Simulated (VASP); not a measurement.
# Ag6Cl in VASP: single point with PBE+D3(BJ)

Aim: the single point of Ag6Cl with PBE+D3(BJ).

All numbers are computed with VASP 6.6.1; they aren't measurements. Logs are shortened: lines on timing, memory, paths and dates and some standing lists are left out, and cuts for length are marked.

### 1 The cell of the first run

The cell holds a slab with vacuum, 14 atoms: a = 5.761 Å, b = 5.761 Å, c = 24.702 Å, α = 90.00°, β = 90.00°, γ = 120.00°.

### 2 Single point, PBE+D3(BJ)

INCAR reads:

```
PREC = Accurate
ENCUT = 520
EDIFF = 1E-6
ISMEAR = 0
SIGMA = 0.1
LREAL = F
LASPH = T
NELM = 60
ALGO = Normal
ISIF = 2
LWAVE = F
LCHARG = T
LDIPOL = T
IDIPOL = 3
DIPOL = 0.5 0.5 0.451
GGA = PE
IVDW = 12
LELF = T
LVHAR = T
LVACPOTAV = T
NBANDS = 86
```

KPOINTS reads:

```
Automatic mesh
0
Gamma
  4 4 1
```

POSCAR reads:

```
Ag6Cl
1.0
    5.7606628207      0.0000000000      0.0000000000
   -2.8803314104      4.9888803454      0.0000000000
    0.0000000000      0.0000000000     24.7016614970
Ag Cl
12 2
Direct
    0.3333333333      0.1666666667      0.3238648542
    0.3333333333      0.6666666667      0.3238648542
    0.8333333333      0.1666666667      0.3238648542
    0.8333333333      0.6666666667      0.3238648542
    0.6667937497      0.3335874995      0.4195243559
    0.6667937497      0.8332062503      0.4195243559
    0.1666666667      0.3333333333      0.4188950570
    0.1664125005      0.8332062503      0.4195243559
   -0.0022425832      0.5022425832      0.5138898417
   -0.0022425832     -0.0044851663      0.5138898417
    0.5044851663      0.5022425832      0.5138898417
    0.5000000000      0.0000000000      0.5133376620
    0.1666666667      0.3333333333      0.5979533543
    0.1666666667      0.3333333333      0.6910439993
```

Potentials or basis: VASP PAW PBE potentials, release 64 (Ag, Cl).

Run with:

```sh
> cat potpaw_PBE.64/Ag/POTCAR potpaw_PBE.64/Cl/POTCAR > POTCAR
> mpirun -np 1 vasp_std > vasp.out
```

OUTCAR:

```text
PREC = Accurate
   ENCUT = 520
   EDIFF = 1E-6
   ISMEAR = 0
   LREAL = F
   LASPH = T
   NELM = 60
   ISIF = 2
   GGA = PE
   IVDW = 12
 IVDW          = 12

 ion  position               nearest neighbor table
   1  0.333  0.167  0.324-   7 2.88   3 2.88   3 2.88   4 2.88   4 2.88   2 2.88   2 2.88   5 2.89
                             8 2.89
   2  0.333  0.667  0.324-   7 2.88   4 2.88   4 2.88   3 2.88   3 2.88   1 2.88   1 2.88   6 2.89
                             8 2.89
   3  0.833  0.167  0.324-   7 2.88   1 2.88   1 2.88   2 2.88   2 2.88   4 2.88   4 2.88   5 2.89
                             6 2.89
   4  0.833  0.667  0.324-   2 2.88   2 2.88   1 2.88   1 2.88   3 2.88   3 2.88   8 2.89   6 2.89
                             5 2.89
   5  0.667  0.334  0.420-  12 2.85   9 2.86  11 2.86   8 2.88   6 2.88   7 2.88   7 2.88   8 2.88
                             6 2.88   4 2.89   1 2.89   3 2.89
   6  0.667  0.833  0.420-  12 2.85  10 2.86  11 2.86   8 2.88   5 2.88   7 2.88   7 2.88   8 2.88
                             5 2.88   4 2.89   2 2.89   3 2.89
   7  0.167  0.333  0.419-   1 2.88   3 2.88   2 2.88   5 2.88   8 2.88   6 2.88   6 2.88   5 2.88
                             8 2.88  11 2.89  10 2.89   9 2.89
   8  0.166  0.833  0.420-  12 2.85  10 2.86   9 2.86   6 2.88   5 2.88   7 2.88   7 2.88   6 2.88
                             5 2.88   4 2.89   2 2.89   1 2.89
   9  0.998  0.502  0.514-  13 2.67  11 2.84  10 2.84   5 2.86   8 2.86  12 2.88  12 2.88   7 2.89
                            11 2.92  10 2.92
  10  0.998  0.996  0.514-  13 2.67  11 2.84   9 2.84   6 2.86   8 2.86  12 2.88  12 2.88   7 2.89
                            11 2.92   9 2.92
  11  0.504  0.502  0.514-  13 2.67   9 2.84  10 2.84   5 2.86   6 2.86  12 2.88  12 2.88   7 2.89
                             9 2.92  10 2.92
  12  0.500  0.000  0.513-   6 2.85   8 2.85   5 2.85  10 2.88  11 2.88   9 2.88   9 2.88  10 2.88
                            11 2.88
  13  0.167  0.333  0.598-  14 2.30  11 2.67  10 2.67   9 2.67
  14  0.167  0.333  0.691-  13 2.30

  LATTYP: Found a hexagonal cell.
 ALAT       =     5.7606628207
 C/A-ratio  =     4.2879894668

  Lattice vectors:

 A1 = (   5.7606628207,   0.0000000000,   0.0000000000)
 A2 = (  -2.8803314104,   4.9888803454,   0.0000000000)
 A3 = (   0.0000000000,   0.0000000000,  24.7016614970)

Analysis of symmetry for initial positions (statically):
=====================================================================
 Subroutine PRICEL returns:
 Original cell was already a primitive cell.

 Routine SETGRP: Setting up the symmetry group for a
 hexagonal supercell.

 Subroutine GETGRP returns: Found  6 space group operations
 (whereof  2 operations were pure point group operations)
 out of a pool of 24 trial point group operations.

The static configuration has the point symmetry C_1h.
 The point group associated with its full space group is C_3v.

Analysis of symmetry for dynamics (positions and initial velocities):
=====================================================================
 Subroutine PRICEL returns:
 Original cell was already a primitive cell.

 Routine SETGRP: Setting up the symmetry group for a
 hexagonal supercell.

 Subroutine GETGRP returns: Found  6 space group operations
 (whereof  2 operations were pure point group operations)
 out of a pool of 24 trial point group operations.

The dynamic configuration has the point symmetry C_1h.
 The point group associated with its full space group is C_3v.

 Subroutine INISYM returns: Found  6 space group operations
 (whereof  2 operations are pure point group operations),
 and found     1 'primitive' translations

----------------------------------------------------------------------------------------

                                     Primitive cell

  volume of cell :     709.9074

  direct lattice vectors                    reciprocal lattice vectors
     5.760662821  0.000000000  0.000000000     0.173591135  0.100222889  0.000000000
    -2.880331410  4.988880345  0.000000000     0.000000000  0.200445778  0.000000000
     0.000000000  0.000000000 24.701661497     0.000000000  0.000000000  0.040483107

  length of vectors
     5.760662821  5.760662821 24.701661497     0.200445778  0.200445778  0.040483107

  position of ions in fractional coordinates (direct lattice)
     0.333333333  0.166666667  0.323864854
     0.333333333  0.666666667  0.323864854
[... 46 lines left out ...]
     0.050111444  0.050111444  0.040483107

  Shift w.r.t. Gamma in fractional coordinates (k-lattice)
     0.000000000  0.000000000  0.000000000

 Subroutine IBZKPT returns following result:
 ===========================================

 Found      4 irreducible k-points:

 Following reciprocal coordinates:
            Coordinates               Weight
  0.000000  0.000000  0.000000      1.000000
  0.250000  0.000000  0.000000      6.000000
  0.500000  0.000000  0.000000      3.000000
  0.250000  0.250000  0.000000      6.000000
   k-points           NKPTS =      4   k-points in BZ     NKDIM =      4   number of bands    NBANDS=     86
   number of dos      NEDOS =    301   number of ions     NIONS =     14
   total plane-waves  NPLWV = 442368
   dimension x,y,z NGX =    48 NGY =   48 NGZ =  192
   dimension x,y,z NGXF=    96 NGYF=   96 NGZF=  384
   ions per type =              12   2
   NGX,Y,Z   is equivalent  to a cutoff of  13.85, 13.85, 12.92 a.u.
   NGXF,Y,Z  is equivalent  to a cutoff of  27.70, 27.70, 25.84 a.u.
 SYSTEM =  unknown system
   PREC   = accura    normal or accurate (medium, high low for compatibility)
   ISTART =      0    job   : 0-new  1-cont  2-samecut
   ICHARG =      2    charge: 1-file 2-atom 10-const
   ISPIN  =      1    spin polarized calculation?
   LNONCOLLINEAR =      F non collinear calculations
   LSORBIT =      F    spin-orbit coupling
   LASPH  =      T    aspherical Exc in radial PAW
   ENCUT  =  520.0 eV  38.22 Ry    6.18 a.u.  10.71 10.71 45.93*2*pi/ulx,y,z
   NELM   =     60;   NELMIN=  2; NELMDL= -5     # of ELM steps
   EDIFF  = 0.1E-05   stopping-criterion for ELM
   LREAL  =      F    real-space projection
   EDIFFG = 0.1E-04   stopping-criterion for IOM
   NSW    =      0    number of steps for IOM
   IBRION =     -1    ionic relax: 0-MD 1-quasi-New 2-CG
   NFREE  =      0    steps in history (QN), initial steepest desc. (CG)
   ISIF   =      2    stress and relaxation
   ISYM   =      2    0-nonsym 1-usesym 2-fastsym
   POTIM  = 0.5000    time-step for ionic-motion
   TEBEG  =    0.0;   TEEND  =   0.0 temperature during run
   PSTRESS=    0.0 pullay stress
   NELECT =     146.0000    total number of electrons
   NUPDOWN=      -1.0000    fix difference up-down
   EMIN   =  10.00;   EMAX   =-10.00  energy-range for DOS
   EFERMI =   0.00;   METHOD = LEGACY
   ISMEAR =     0;   SIGMA  =   0.10  broadening in eV -4-tet -1-fermi 0-gaus
   EFERMI_NEDOS =   21; number of points for ismear=-14 and -15
   IALGO  =     38    algorithm
   IMIX   =      4    mixing-type and parameters
     AMIX     =   0.40;   BMIX     =  1.00
     AMIX_MAG =   1.60;   BMIX_MAG =  1.00
  volume/ion in A,a.u.               =      50.71       342.19
  Fermi-wavevector in a.u.,A,eV,Ry     =   0.966329  1.826098 12.705020  0.933793
  Thomas-Fermi vector in A             =   2.096122
   LORBIT       =      0    0 simple, 1 ext, 2 COOP (PROOUT), +10 PAW based schemes
   GGA     = PE    functional components
   LHFCALC =     F    Hartree Fock is set to
   AEXX    =    0.0000 exact exchange contribution
   IVDW    =    12    specifies the selected vdW correction
   LEPSILON=     F    determine dielectric tensor
   LRPA    =     F    only Hartree local field effects (RPA)
 non-spin polarized calculation
 Gauss-broadening in eV      SIGMA  =   0.10
  energy-cutoff  :      520.00
  volume of cell :      709.91
 maximum number of plane-waves:     19159
 NGX is ok and might be reduce to    48
   NGX = 21   NGY = 21   NGZ = 91

 dipolmoment           0.000000      0.000000     -0.004697 electrons x Angstroem

 number of electron     145.9999983 magnetization

 dipolmoment           0.000000      0.000000      0.390425 electrons x Angstroem

 Free energy of the ion-electron system (eV)
  ---------------------------------------------------
  ext. energy  EPLUGINS =         0.00000000
  ---------------------------------------------------
  free energy    TOTEN  =       -33.73287281 eV

  energy without entropy =      -33.67477444  energy(sigma->0) =      -33.70382363

 E-fermi :  -1.0423     XC(G=0):  -4.8874

 val. band max:       -1.1118244127   @ k =   0.2500   0.0000   0.0000
 cond. band min:      -1.0234579936   @ k =   0.2500   0.0000   0.0000
 fundamental gap:      0.0883664191
 Fermi energy:        -1.0422956291

 k-point     1 :       0.0000    0.0000    0.0000
  band No.  band energies     occupation
      1     -17.1950      2.00000
      2     -14.3945      2.00000
      3      -8.2566      2.00000
      4      -7.5470      2.00000
      5      -7.2503      2.00000
      6      -7.2432      2.00000
[... 341 lines left out ...]
     84       4.0638      0.00000
     85       4.3392      0.00000
 [bands above 85 left out]

------------------------ aborting loop because EDIFF is reached ----------------------------------------

 Edisp (eV)   -5.31904

 E8    (eV) :    -2.3899

  FORCE on cell =-STRESS in cart. coord.  units (eV):
  Direction    XX          YY          ZZ          XY          YZ          ZX
  --------------------------------------------------------------------------------------
  -------------------------------------------------------------------------------------
  Total      -0.99997    -0.99997    -0.22716     0.00000     0.00000    -0.00000
  in kB      -2.25681    -2.25681    -0.51268     0.00000     0.00000    -0.00000
  external pressure =       -1.68 kB  Pullay stress =        0.00 kB

 VOLUME and BASIS-vectors are now :
 -----------------------------------------------------------------------------
  energy-cutoff  :      520.00
  volume of cell :      709.91
      direct lattice vectors                 reciprocal lattice vectors
     5.760662821  0.000000000  0.000000000     0.173591135  0.100222889  0.000000000
    -2.880331410  4.988880345  0.000000000     0.000000000  0.200445778  0.000000000
     0.000000000  0.000000000 24.701661497     0.000000000  0.000000000  0.040483107

 POSITION                                       TOTAL-FORCE (eV/Angst)
 -----------------------------------------------------------------------------------
      1.44017      0.83148      8.00000        -0.018400      0.010623      0.017684
     -0.00000      3.32592      8.00000         0.000000     -0.021246      0.017684
      4.32050      0.83148      8.00000         0.018400      0.010623      0.017684
      2.88033      3.32592      8.00000         0.000000      0.000000     -0.019449
      2.88033      1.66423     10.36295         0.000000     -0.000318     -0.003280
      1.44126      4.15677     10.36295        -0.000275      0.000159     -0.003280
      0.00000      1.66296     10.34740         0.000000      0.000000     -0.001998
     -1.44126      4.15677     10.36295         0.000275      0.000159     -0.003280
      4.30112      2.50563     12.69393        -0.000335      0.000194     -0.009275
      2.88033      4.96650     12.69393         0.000000     -0.000387     -0.009275
      1.45954      2.50563     12.69393         0.000335      0.000194     -0.009275
      2.88033      0.00000     12.68029         0.000000      0.000000     -0.012764
      0.00000      1.66296     14.77044         0.000000      0.000000      0.017186
      0.00000      1.66296     17.06993         0.000000      0.000000      0.001640
 -----------------------------------------------------------------------------------
    total drift:                                0.000001     -0.000000      0.000605

  FREE ENERGIE OF THE ION-ELECTRON SYSTEM (eV)
  ---------------------------------------------------
  free  energy   TOTEN  =       -39.0519124290 eV

  energy  without entropy=      -38.9938140615  energy(sigma->0) =      -39.02286325

 vacuum level on the upper side and lower side of the slab         5.902         3.443
```

Wall time 6.6 min (1 thread of AMD EPYC 9R45 (Zen 5), shared host); peak memory 0.87 GiB.

Results:

| Property | Result |
| --- | --- |
| Free energy | -39.0519 eV |
| Largest force | 0.028 eV/Å |
| Band gap on the k mesh | zero (bands 73 and 74 overlap by 0.35 eV) |
| Dispersion energy per atom | -0.380 eV |

Forces on the atoms (eV/Å):
```
Ag  -0.018  0.011  0.018
Ag   0.000 -0.021  0.018
Ag   0.018  0.011  0.018
Ag   0.000  0.000 -0.019
Ag   0.000  0.000 -0.003
Ag   0.000  0.000 -0.003
Ag   0.000  0.000 -0.002
Ag   0.000  0.000 -0.003
Ag   0.000  0.000 -0.009
Ag   0.000  0.000 -0.009
Ag   0.000  0.000 -0.009
Ag   0.000  0.000 -0.013
Cl   0.000  0.000  0.017
Cl   0.000  0.000  0.002
```

The gap in the log of VASP goes by the Fermi energy; the results here count the filled bands.